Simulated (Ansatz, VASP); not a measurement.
**Two plane-wave programs on Be3CdF2**

```
Be Cd F
1.0
     4.58202    0.00000    0.00000
    -2.29101    3.96814    0.00000
     0.00000    0.00000    3.72242
Be Cd F
3 1 2
Direct
  0.50000 0.00000 0.50000
  0.50000 0.50000 0.50000
  0.00000 0.50000 0.50000
  0.00000 0.00000 0.00000
  0.33333 0.66667 0.00000
  0.66667 0.33333 0.00000
```

Change from the starting cell: species swapped into the LaAl2Ag3 type (P6/mmm, No. 191).

Alike in both runs: task relaxation of cell and atoms; functional PBE; k mesh 6 × 6 × 6; occupations gaussian, width 0.1 eV; no spin polarisation.

```csv
,VASP,Ansatz
version,VASP 6.6.1,Ansatz 0.2.0
potentials or method,"VASP PAW PBE potentials, release 64 (Be, Cd_sv_GW, F), cutoff 600 eV","scalar-relativistic, plane waves, PAW"
valence electrons in the cell,40,40
```

```csv
,VASP,Ansatz,Ansatz less VASP
"gap on the k mesh at the Fermi level, each at its own relaxed structure (eV)",none,none,-
relaxed volume (Å³/atom),12.16,12.53,+0.368
relaxed cell length with the largest relative difference (Å),4.608,4.797,+0.1890
```

A gap of «none» marks a metal or a gap that the smearing closes.
